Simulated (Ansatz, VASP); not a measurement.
Two plane-wave programs on Ge

```xyz
2
Lattice="2.8845 0.0000 0.0000 -1.4422 2.4980 0.0000 0.0000 0.0000 4.4825" Properties=species:S:1:pos:R:3 pbc="T T T"
Ge    0.0000    1.6653    1.1206
Ge    1.4422    0.8327    3.3619
```

Alike in both runs: task single point; functional PBEsol; k mesh 14 × 14 × 8; occupations fermi-dirac, width 0.1 eV; no spin polarisation.

|  | VASP | Ansatz |
| --- | --- | --- |
| version | VASP 6.6.1 | Ansatz 0.2.0 |
| potentials or method | VASP PAW PBE potentials, release 64 (Ge_d), cutoff 520 eV | plane waves (420 eV) with PAW, scalar-relativistic |
| valence electrons in the cell | 28 | 28 |

Ansatz gave:

```
pressure (GPa)                                                : 12.6
traceless stress, the component that is largest in VASP (GPa) : 2.13
```

Question: What did VASP give for the same quantities?

Answer: Pressure (GPa): 12.7; traceless stress, the component that is largest in VASP (GPa): 2.12.

VASP's potentials were made for PBE, not for PBEsol, and Ansatz warns of the same on its side. With one functional, cell and mesh, what is left measures potentials, basis and numerics.
